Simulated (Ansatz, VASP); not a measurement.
## AgI: VASP beside Ansatz

```
Ag I
1.0
     3.09243    3.09243    0.00000
    -3.09243    3.09243    0.00000
     0.00000    3.09243    3.09243
Ag I
1 1
Direct
  0.00000 0.00000 0.00000
  0.75000 0.25000 0.50000
```

Alike in both runs: task single point; functional LDA; k mesh 6 × 6 × 6; no spin polarisation.

```csv
,VASP,Ansatz
version,VASP 6.6.1,Ansatz 0.2.0
potentials or method,"VASP PAW LDA potentials, release 64 (Ag, I), cutoff 500 eV","all-electron LAPW, scalar-relativistic"
occupations,"gaussian, width 0.01 eV",fixed
```

VASP gave:

| Property | Result |
| --- | --- |
| gap on the k mesh at the Fermi level (eV) | 1.10 |
| pressure (GPa) | 4.0 |

Estimate Ansatz's values.

gap on the k mesh at the Fermi level (eV): 1.07; pressure (GPa): 4.0.

LDA's correlation is that of Perdew and Zunger in VASP and of Perdew and Wang (1992) in Ansatz. Ansatz ran all-electron here, and VASP with PAW potentials.

Spin-orbit coupling is off throughout.
